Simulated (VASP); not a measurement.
# Ga (Fd-3m) in VASP: a series of runs

The runs below take Ga through relaxation of cell and atoms, single point, with PBE.

All numbers are computed with VASP 6.6.1; they aren't measurements. Logs are shortened: lines on timing, memory, paths and dates and some standing lists are left out, and cuts for length are marked.

### Step 1. The cell of the first run

The structure is cubic, space group Fd-3m (No. 227). The conventional cell has a = 4.655 Å, b = 4.655 Å, c = 4.655 Å, α = 90.00°, β = 90.00°, γ = 90.00°. Within 2.7 Å of Ga (site symmetry -43m) lie 4 Ga at 2.02 Å.

This isn't the form of Ga at room conditions, which is orthorhombic.

### Step 2. Relaxation of cell and atoms, PBE, target pressure 82 GPa, at which the enthalpy is minimised

Contents of INCAR:

```
  ALGO = Normal
  EDIFF = 1E-7
  EDIFFG = -0.005
  ENCUT = 600
  GGA = PE
  IBRION = 2
  ISIF = 3
  ISMEAR = -1
  LASPH = True
  LCHARG = False
  LREAL = False
  LWAVE = False
  NELM = 100
  NSW = 60
  PREC = Accurate
  PSTRESS = 820.0
  SIGMA = 0.05
```

Contents of KPOINTS:

```
k-points
0
Gamma
  14 14 14
```

Contents of POSCAR:

```
Ga
1.0
    0.0000000000      2.3273174531      2.3273174531
    2.3273174531      0.0000000000      2.3273174531
    2.3273174531      2.3273174531      0.0000000000
Ga
2
Direct
   -0.1250000000     -0.1250000000     -0.1250000000
    0.1250000000      0.1250000000      0.1250000000
```

Potentials or basis: VASP PAW PBE potentials, release 64 (Ga_d).

The run is started by

```
> cat potpaw_PBE.64/Ga_d/POTCAR > POTCAR
> mpirun -np 1 vasp_std > vasp.out
```

OUTCAR:

```text
EDIFF = 1E-7
   EDIFFG = -0.005
   ENCUT = 600
   GGA = PE
   IBRION = 2
   ISIF = 3
   ISMEAR = -1
   LASPH = True
   LREAL = False
   NELM = 100
   NSW = 60
   PREC = Accurate
   PSTRESS = 820.0

 ion  position               nearest neighbor table
   1  0.875  0.875  0.875-   2 2.02   2 2.02   2 2.02   2 2.02
   2  0.125  0.125  0.125-   1 2.02   1 2.02   1 2.02   1 2.02

  LATTYP: Found a face centered cubic cell.
 ALAT       =     4.6546349062

  Lattice vectors:

 A1 = (   0.0000000000,   2.3273174531,   2.3273174531)
 A2 = (   2.3273174531,   0.0000000000,   2.3273174531)
 A3 = (   2.3273174531,   2.3273174531,   0.0000000000)

Analysis of symmetry for initial positions (statically):
=====================================================================
 Subroutine PRICEL returns:
 Original cell was already a primitive cell.

 Routine SETGRP: Setting up the symmetry group for a
 face centered cubic supercell.

 Subroutine GETGRP returns: Found 48 space group operations
 (whereof 12 operations were pure point group operations)
 out of a pool of 48 trial point group operations.

The static configuration has the point symmetry D_3d.
 The point group associated with its full space group is O_h .

Analysis of symmetry for dynamics (positions and initial velocities):
=====================================================================
 Subroutine PRICEL returns:
 Original cell was already a primitive cell.

 Routine SETGRP: Setting up the symmetry group for a
 face centered cubic supercell.

 Subroutine GETGRP returns: Found 48 space group operations
 (whereof 12 operations were pure point group operations)
 out of a pool of 48 trial point group operations.

The dynamic configuration has the point symmetry D_3d.
 The point group associated with its full space group is O_h .

 Subroutine INISYM returns: Found 48 space group operations
 (whereof 12 operations are pure point group operations),
 and found     1 'primitive' translations

----------------------------------------------------------------------------------------

                                     Primitive cell

  volume of cell :      25.2114

  direct lattice vectors                    reciprocal lattice vectors
     0.000000000  2.327317453  2.327317453    -0.214839621  0.214839621  0.214839621
     2.327317453  0.000000000  2.327317453     0.214839621 -0.214839621  0.214839621
     2.327317453  2.327317453  0.000000000     0.214839621  0.214839621 -0.214839621

  length of vectors
     3.291323906  3.291323906  3.291323906     0.372113139  0.372113139  0.372113139

  position of ions in fractional coordinates (direct lattice)
     0.875000000  0.875000000  0.875000000
     0.125000000  0.125000000  0.125000000

  ion indices of the primitive-cell ions
   primitive index   ion index
                 1           1
                 2           2

----------------------------------------------------------------------------------------

 KPOINTS: k-points

Automatic generation of k-mesh.
 Grid dimensions read from file:
 generate k-points for:   14   14   14

 Generating k-lattice:

  Cartesian coordinates                     Fractional coordinates (reciprocal lattice)
    -0.015345687  0.015345687  0.015345687     0.071428571  0.000000000  0.000000000
     0.015345687 -0.015345687  0.015345687     0.000000000  0.071428571  0.000000000
     0.015345687  0.015345687 -0.015345687     0.000000000  0.000000000  0.071428571

  Length of vectors
     0.026579510  0.026579510  0.026579510

  Shift w.r.t. Gamma in fractional coordinates (k-lattice)
     0.000000000  0.000000000  0.000000000

 Subroutine IBZKPT returns following result:
 ===========================================

 Found    104 irreducible k-points:

 Following reciprocal coordinates:
            Coordinates               Weight
  0.000000  0.000000  0.000000      1.000000
  0.071429  0.000000  0.000000      8.000000
  0.142857  0.000000  0.000000      8.000000
  0.214286  0.000000  0.000000      8.000000
  0.285714  0.000000  0.000000      8.000000
  0.357143  0.000000  0.000000      8.000000
[... 16 lines left out ...]
  0.214286  0.142857  0.000000     24.000000
  0.285714  0.142857  0.000000     24.000000
 [... further k-points ...]
   k-points           NKPTS =    104   k-points in BZ     NKDIM =    104   number of bands    NBANDS=     17
   number of dos      NEDOS =    301   number of ions     NIONS =      2
   total plane-waves  NPLWV =  21952
   dimension x,y,z NGX =    28 NGY =   28 NGZ =   28
   dimension x,y,z NGXF=    56 NGYF=   56 NGZF=   56
   ions per type =               2
   NGX,Y,Z   is equivalent  to a cutoff of  14.14, 14.14, 14.14 a.u.
   NGXF,Y,Z  is equivalent  to a cutoff of  28.29, 28.29, 28.29 a.u.
 SYSTEM =  unknown system
   PREC   = accura    normal or accurate (medium, high low for compatibility)
   ISTART =      0    job   : 0-new  1-cont  2-samecut
   ICHARG =      2    charge: 1-file 2-atom 10-const
   ISPIN  =      1    spin polarized calculation?
   LNONCOLLINEAR =      F non collinear calculations
   LSORBIT =      F    spin-orbit coupling
   LASPH  =      T    aspherical Exc in radial PAW
   ENCUT  =  600.0 eV  44.10 Ry    6.64 a.u.   6.57  6.57  6.57*2*pi/ulx,y,z
   NELM   =    100;   NELMIN=  2; NELMDL= -5     # of ELM steps
   EDIFF  = 0.1E-06   stopping-criterion for ELM
   LREAL  =      F    real-space projection
   EDIFFG = -.5E-02   stopping-criterion for IOM
   NSW    =     60    number of steps for IOM
   IBRION =      2    ionic relax: 0-MD 1-quasi-New 2-CG
   NFREE  =      1    steps in history (QN), initial steepest desc. (CG)
   ISIF   =      3    stress and relaxation
   ISYM   =      2    0-nonsym 1-usesym 2-fastsym
   POTIM  = 0.5000    time-step for ionic-motion
   TEBEG  =    0.0;   TEEND  =   0.0 temperature during run
   PSTRESS=  820.0 pullay stress
   NELECT =      26.0000    total number of electrons
   NUPDOWN=      -1.0000    fix difference up-down
   EMIN   =  10.00;   EMAX   =-10.00  energy-range for DOS
   EFERMI =   0.00;   METHOD = LEGACY
   ISMEAR =    -1;   SIGMA  =   0.05  broadening in eV -4-tet -1-fermi 0-gaus
   EFERMI_NEDOS =   21; number of points for ismear=-14 and -15
   IALGO  =     38    algorithm
   IMIX   =      4    mixing-type and parameters
     AMIX     =   0.40;   BMIX     =  1.00
     AMIX_MAG =   1.60;   BMIX_MAG =  1.00
  volume/ion in A,a.u.               =      12.61        85.07
  Fermi-wavevector in a.u.,A,eV,Ry     =   1.653993  3.125593 37.221359  2.735693
  Thomas-Fermi vector in A             =   2.742336
   LORBIT       =      0    0 simple, 1 ext, 2 COOP (PROOUT), +10 PAW based schemes
   GGA     = PE    functional components
   LHFCALC =     F    Hartree Fock is set to
   AEXX    =    0.0000 exact exchange contribution
   IVDW    =     0    specifies the selected vdW correction
   LEPSILON=     F    determine dielectric tensor
   LRPA    =     F    only Hartree local field effects (RPA)
 conjugate gradient relaxation of ions
 non-spin polarized calculation
  energy-cutoff  :      600.00
  volume of cell :       25.21
 maximum number of plane-waves:       877
 NGX is ok and might be reduce to    28
   NGX = 13   NGY = 13   NGZ = 13

--------------------------------------- Ionic step        1  -------------------------------------------

 number of electron      26.0000000 magnetization

 Free energy of the ion-electron system (eV)
  ---------------------------------------------------
  ext. energy  EPLUGINS =         0.00000000
  ---------------------------------------------------
  free energy    TOTEN  =         0.19050034 eV

  energy without entropy =        0.19649607  energy(sigma->0) =        0.19349821

------------------------ aborting loop because EDIFF is reached ----------------------------------------

  FORCE on cell =-STRESS in cart. coord.  units (eV):
  Direction    XX          YY          ZZ          XY          YZ          ZX
  --------------------------------------------------------------------------------------
  -------------------------------------------------------------------------------------
  Total       20.6248414     20.6248414     20.6248414      0.0000000      0.0000000      0.0000000
  in kB     1310.7030929   1310.7030929   1310.7030929      0.0000000      0.0000000      0.0000000
  external PRESSURE =     490.7030929 kB  Pullay stress =     820.0000000 kB
[... 137 lines left out ...]
  enthalpy is  TOTEN    =        12.6448540136 eV   P V=       14.5860643522

--------------------------------------- Ionic step        5  -------------------------------------------

 number of electron      25.9999984 magnetization

 Free energy of the ion-electron system (eV)
  ---------------------------------------------------
  ext. energy  EPLUGINS =         0.00000000
  ---------------------------------------------------
  free energy    TOTEN  =        -1.90635384 eV

  energy without entropy =       -1.89896815  energy(sigma->0) =       -1.90266100

 E-fermi :   7.6608     XC(G=0): -12.2060

 val. band max:        7.6527830099   @ k =  -0.2143   0.1429   0.0000
 cond. band min:       7.6686683725   @ k =   0.2857   0.2143   0.0714
 fundamental gap:      0.0158853626
 Fermi energy:         7.6608039896

 k-point     1 :       0.0000    0.0000    0.0000
  band No.  band energies     occupation
      1      -8.3529      2.00000
      2      -8.3529      2.00000
      3      -8.3529      2.00000
      4      -8.2725      2.00000
      5      -8.2725      2.00000
      6      -7.2935      2.00000
[... 9 lines left out ...]
     16      14.4318      0.00000
     17      14.4318      0.00000
[... 443 lines left out ...]
      1      -8.5040      2.00000
      2      -8.3943      2.00000
      3      -8.3533      2.00000
      4      -8.1155      2.00000
      5      -7.9782      2.00000
      6      -7.6175      2.00000
[... 9 lines left out ...]
     16      15.9203      0.00000
     17      17.8451      0.00000

 [... further k-points ...]

------------------------ aborting loop because EDIFF is reached ----------------------------------------

  FORCE on cell =-STRESS in cart. coord.  units (eV):
  Direction    XX          YY          ZZ          XY          YZ          ZX
  --------------------------------------------------------------------------------------
  -------------------------------------------------------------------------------------
  Total       14.5609311     14.5609311     14.5609311     -0.0000000      0.0000000      0.0000000
  in kB      820.5566925    820.5566925    820.5566925     -0.0000000      0.0000000      0.0000000
  external PRESSURE =       0.5566925 kB  Pullay stress =     820.0000000 kB
[... 17 lines left out ...]
  FREE ENERGIE OF THE ION-ELECTRON SYSTEM (eV)
  ---------------------------------------------------
  free  energy   TOTEN  =        -1.9063538366 eV

  energy  without entropy=       -1.8989681545  energy(sigma->0) =       -1.90266100

  enthalpy is  TOTEN    =        12.6446986486 eV   P V=       14.5510524851

 reached required accuracy - stopping structural energy minimisation
```

It took 5.8 min on 1 thread of Intel Xeon 8259CL, shared host; peak memory 0.2 GiB.

Results:

| Quantity | Value |
| --- | --- |
| Free energy | -1.9064 eV |
| Relaxed volume | 14.22 Å³/atom |
| Relaxed cell | a = 3.426 Å, b = 3.426 Å, c = 3.426 Å, α = 60.00°, β = 60.00°, γ = 60.00° |
| Space group after relaxing (to 0.1 Å) | Fd-3m (No. 227) |
| Energy change on relaxing (the run minimises the enthalpy) | -1048.4 meV/atom |
| Ionic steps | 5 |
| Pressure after relaxing | 82.1 GPa |
| Band gap on the k mesh | zero (bands 13 and 14 overlap by 8.00 eV) |

The path:
```csv
step,energy change (eV),largest force (eV/Å),pressure (GPa),volume (Å³)
1,0.0000,0.0000,131.07,25.21
2,-5.1853,0.0000,10.48,42.09
3,-2.4246,0.0000,74.57,29.10
4,-2.1317,0.0000,81.25,28.50
5,-2.0969,0.0000,82.06,28.43
```

Final structure:
```
Ga
1.0
     0.00000    2.42244    2.42244
     2.42244    0.00000    2.42244
     2.42244    2.42244    0.00000
Ga
2
Direct
  0.87500 0.87500 0.87500
  0.12500 0.12500 0.12500
```

Caveat: the cell is relaxed towards a set pressure, so the run minimises the enthalpy, not the energy.

(Part 1 of 2 ends here.)
